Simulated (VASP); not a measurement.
# GeSb2Te4 (R-3m) in VASP: settings compared, part 2 of 2

VASP 6.6.1.

## Step 3: Single point, PBE

This run uses another cell than the first one, of 30.52 Å³/atom.

The input, INCAR:

```
SYSTEM = GeSb2Te4
ALGO     = Normal         ! electronic algorithm
EDIFF    = 1E-7           ! SCF threshold, eV
ENCUT    = 520            ! plane-wave cutoff, eV
GGA      = PE             ! functional
ISIF     = 2              ! what is computed and relaxed
ISMEAR   = -1             ! smearing method
LASPH    = .True.         ! aspherical terms in the spheres
LCHARG   = .False.        ! write CHGCAR
LREAL    = .False.        ! projectors in reciprocal space
LWAVE    = .False.        ! write WAVECAR
NBANDS   = 33             ! bands
NELM     = 80             ! most SCF steps
PREC     = Accurate       ! precision mode
SIGMA    = 0.05           ! smearing width, eV
```

The input, KPOINTS:

```
k-points
0
Gamma
  7 7 7
  0 0 0
```

The input, POSCAR:

```
GeSb2Te4
1.0
    2.1592890373      1.2466661070     13.2280394098
   -2.1592890373      1.2466661070     13.2280394098
    0.0000000000     -2.4933322139     13.2280394098
Te Sb Ge
4 2 1
Direct
    0.7089720000      0.7089720000      0.7089720000
    0.2910280000      0.2910280000      0.2910280000
    0.5696830000      0.5696830000      0.5696830000
    0.4303170000      0.4303170000      0.4303170000
    0.8594110000      0.8594110000      0.8594110000
    0.1405890000      0.1405890000      0.1405890000
    0.0000000000      0.0000000000      0.0000000000
```

Potentials or basis: VASP PAW PBE potentials, release 64 (Te, Sb, Ge_d).

Command:

```sh
> cat potpaw_PBE.64/Te/POTCAR potpaw_PBE.64/Sb/POTCAR potpaw_PBE.64/Ge_d/POTCAR > POTCAR
> mpirun -np 1 vasp_std > vasp.out
```

OUTCAR:

```text
SYSTEM = GeSb2Te4
   EDIFF = 1E-7
   ENCUT = 520
   GGA = PE
   ISIF = 2
   ISMEAR = -1
   LASPH = .True.
   LREAL = .False.
   NELM = 80
   PREC = Accurate

 ion  position               nearest neighbor table
   1  0.709  0.709  0.709-   7 3.01   7 3.01   7 3.01   4 3.31   4 3.31   4 3.31
   2  0.291  0.291  0.291-   7 3.01   7 3.01   7 3.01   3 3.31   3 3.31   3 3.31
   3  0.570  0.570  0.570-   5 3.03   5 3.03   5 3.03   2 3.31   2 3.31   2 3.31
   4  0.430  0.430  0.430-   6 3.03   6 3.03   6 3.03   1 3.31   1 3.31   1 3.31
   5  0.859  0.859  0.859-   3 3.03   3 3.03   3 3.03   6 3.24   6 3.24   6 3.24
   6  0.141  0.141  0.141-   4 3.03   4 3.03   4 3.03   5 3.24   5 3.24   5 3.24
   7  0.000  0.000  0.000-   1 3.01   1 3.01   2 3.01   2 3.01   1 3.01   2 3.01

  LATTYP: Found a trigonal (rhomboedric) cell.
 ALAT       =    13.4609706989
 COS(alpha) =     0.9485365618

  Lattice vectors:

 A1 = (   2.1592890373,   1.2466661070,  13.2280394098)
 A2 = (  -2.1592890373,   1.2466661070,  13.2280394098)
 A3 = (   0.0000000000,  -2.4933322139,  13.2280394098)

Analysis of symmetry for initial positions (statically):
=====================================================================
[... 182 lines left out ...]

 val. band max:        6.4185785481   @ k =  -0.1429   0.1429   0.0000
 cond. band min:       6.4602379824   @ k =   0.2857   0.2857   0.2857
 fundamental gap:      0.0416594343
 Fermi energy:         6.4517851729

 k-point     1 :       0.0000    0.0000    0.0000
  band No.  band energies     occupation
      1     -18.2164      2.00000
      2     -18.2164      2.00000
      3     -18.2128      2.00000
      4     -18.2101      2.00000
      5     -18.2101      2.00000
      6      -6.8291      2.00000
[... 853 lines left out ...]
     32      10.0059      0.00000
     33      10.1210      0.00000

 [... further k-points ...]
[... 5 lines left out ...]
  --------------------------------------------------------------------------------------
  -------------------------------------------------------------------------------------
  Total        0.0052131      0.0052131     -0.2790749      0.0000000     -0.0000000      0.0000000
  in kB        0.0390933      0.0390933     -2.0927805      0.0000000     -0.0000000      0.0000000
  external PRESSURE =      -0.6715313 kB  Pullay stress =       0.0000000 kB

 VOLUME and BASIS-vectors are now :
 -----------------------------------------------------------------------------
  energy-cutoff  :      520.00
  volume of cell :      213.65
      direct lattice vectors                 reciprocal lattice vectors
     2.159289037  1.246666107 13.228039410     0.231557699  0.133689900  0.025198998
    -2.159289037  1.246666107 13.228039410    -0.231557699  0.133689900  0.025198998
     0.000000000 -2.493332214 13.228039410     0.000000000 -0.267379799  0.025198998

 POSITION                                       TOTAL-FORCE (eV/Angst)
 -----------------------------------------------------------------------------------
      0.00000      0.00000     28.13493         0.000000     -0.000000     -0.097126
      0.00000      0.00000     11.54919         0.000000      0.000000      0.097126
      0.00000      0.00000     22.60737         0.000000      0.000000      0.046950
      0.00000      0.00000     17.07675         0.000000     -0.000000     -0.046950
      0.00000      0.00000     34.10497         0.000000     -0.000000     -0.068533
      0.00000      0.00000      5.57915         0.000000      0.000000      0.068533
      0.00000      0.00000      0.00000         0.000000      0.000000      0.000000
 -----------------------------------------------------------------------------------
    total drift:                               -0.000000     -0.000000     -0.000000

  FREE ENERGIE OF THE ION-ELECTRON SYSTEM (eV)
  ---------------------------------------------------
  free  energy   TOTEN  =       -25.3134963517 eV

  energy  without entropy=      -25.2972188641  energy(sigma->0) =      -25.30535761
```

Run time: 40 min. Hardware: 1 thread of Intel Xeon 6975P-C (Granite Rapids), shared host; peak memory 1.9 GiB.

Results:

- Free energy: -25.3135 eV
- Pressure: -0.1 GPa
- Largest force: 0.097 eV/Å
- Band gap on the k mesh: zero (bands 24 and 25 overlap by 0.17 eV)

Forces in eV/Å, atoms in the order of the input:
```
Te   0.000  0.000 -0.097
Te   0.000  0.000  0.097
Te   0.000  0.000  0.047
Te   0.000  0.000 -0.047
Sb   0.000  0.000 -0.069
Sb   0.000  0.000  0.069
Ge   0.000  0.000  0.000
```

Levels at points of the mesh, in eV from the Fermi level:
```
           k point  band 22  band 23  band 24  band 25  band 26  band 27
(0.00, 0.00, 0.00)    -1.08    -0.92    -0.14     0.08     0.08     0.68
```

Caveat: spin-orbit coupling is left out, which moves the levels of the heavy elements.

## Step 4: Relaxation of cell and atoms, LDA

This run uses another cell than the first one, of 30.52 Å³/atom.

The input, INCAR:

```
SYSTEM = GeSb2Te4
  PREC = Accurate
  ENCUT = 600
  EDIFF = 1E-6
  ISMEAR = -1
  SIGMA = 0.05
  LREAL = .False.
  LASPH = .True.
  NELM = 80
  ALGO = Normal
  ISIF = 3
  LWAVE = .False.
  LCHARG = .False.
  IBRION = 2
  NSW = 60
  EDIFFG = -0.01
  LUSENCCL = .False.
```

The input, KPOINTS:

```
Automatic mesh
0
Gamma
  7 7 7
  0 0 0
```

POSCAR is that of step 3.

Potentials or basis: VASP PAW LDA potentials, release 64 (Te, Sb, Ge_d).

Command:

```sh
> cat potpaw_LDA.64/Te/POTCAR potpaw_LDA.64/Sb/POTCAR potpaw_LDA.64/Ge_d/POTCAR > POTCAR
> mpirun -np 1 vasp_std > vasp.out
```

It took 23 min on 1 × NVIDIA H100 80GB with 1 thread of AMD EPYC 7R13 (Zen 3), shared host; peak memory 2.6 GiB.

The run converged. Its results:

| Quantity | Value |
| --- | --- |
| Free energy | -30.1180 eV |
| Relaxed volume | 28.33 Å³/atom |
| Relaxed cell | a = 13.088 Å, b = 13.088 Å, c = 13.088 Å, α = 18.56°, β = 18.56°, γ = 18.56° |
| Space group after relaxing (to 0.1 Å) | R-3m (No. 166) |
| Energy gained by relaxing | 26.9 meV/atom |
| Ionic steps | 11 |
| Pressure after relaxing | 0.0 GPa |
| Largest force after relaxing | 0.009 eV/Å |
| Band gap on the k mesh | zero (bands 24 and 25 overlap by 0.33 eV) |

Forces on the atoms (eV/Å):
```
Te   0.000  0.000 -0.004
Te   0.000  0.000  0.004
Te   0.000  0.000  0.009
Te   0.000  0.000 -0.009
Sb   0.000  0.000  0.003
Sb   0.000  0.000 -0.003
Ge   0.000  0.000  0.000
```

The path:
```
step  energy change (eV)  largest force (eV/Å)  pressure (GPa)  volume (Å³)
   1              0.0000                0.1102           -3.57       213.65
   2             -0.1251                0.4488            2.16       193.28
   3             -0.1669                0.2902            0.03       199.67
   4             -0.1781                0.1919            0.01       199.15
   5             -0.1868                0.0925            0.06       198.24
   6             -0.1870                0.0923            0.09       198.10
   7             -0.1880                0.0525           -0.09       198.64
   8             -0.1881                0.0352           -0.16       198.88
   9             -0.1885                0.0113           -0.02       198.47
  10             -0.1885                0.0122           -0.03       198.45
  11             -0.1886                0.0093            0.04       198.34
```

Final structure:
```cif
data_structure
_symmetry_space_group_name_H-M 'P 1'
_symmetry_Int_Tables_number 1
_cell_length_a 13.0875
_cell_length_b 13.0875
_cell_length_c 13.0875
_cell_angle_alpha 18.557
_cell_angle_beta 18.557
_cell_angle_gamma 18.557
_cell_volume 198.34
loop_
_atom_site_label
_atom_site_type_symbol
_atom_site_fract_x
_atom_site_fract_y
_atom_site_fract_z
_atom_site_occupancy
Te1 Te 0.70818 0.70818 0.70818 1
Te2 Te 0.29182 0.29182 0.29182 1
Te3 Te 0.57049 0.57049 0.57049 1
Te4 Te 0.42951 0.42951 0.42951 1
Sb1 Sb 0.85834 0.85834 0.85834 1
Sb2 Sb 0.14166 0.14166 0.14166 1
Ge1 Ge 0.00000 0.00000 0.00000 1
```

Levels at points of the mesh, in eV from the Fermi level:
```
           k point  band 20  band 21  band 22  band 23  band 24  band 25  band 26  band 27  band 28
(0.00, 0.00, 0.00)    -1.40    -1.23    -1.23    -0.75    -0.07     0.03     0.03     0.81     1.22
```

Caveat: spin-orbit coupling is left out, which moves the levels of the heavy elements.

## Step 5: The runs side by side

| task | level | potentials or basis | cell | cutoff (eV) | gap on the mesh (eV) | pressure (GPa) | largest force (eV/Å) |
| --- | --- | --- | --- | --- | --- | --- | --- |
| single point | PBE | VASP PAW PBE potentials, release 64 (Te, Sb, Ge_d) | a = 13.398 Å, angles 18.6°, 7 atoms, atomic positions A | 520 | none | 0.0 | 0.02 |
| single point | PBE | VASP PAW PBE potentials, release 64 (Te, Sb, Ge_d) | a = 13.461 Å, angles 18.5°, 7 atoms, atomic positions B | 520 | none | -0.1 | 0.10 |
| relaxation of cell and atoms | LDA | VASP PAW LDA potentials, release 64 (Te, Sb, Ge_d) | relaxed from a = 13.461 Å, angles 18.5°, 7 atoms, atomic positions B | 600 | none | 0.0 | 0.01 |

Alike in all rows: no spin polarisation; k mesh 7 × 7 × 7; smearing fermi-dirac 0.05 eV.

Caveats: spin-orbit coupling is left out, which moves the levels of the heavy elements.

Total energies depend on the potentials used, so only differences within one code and one set of settings carry meaning.

The gap in the log of VASP goes by the Fermi energy; the results here count the filled bands.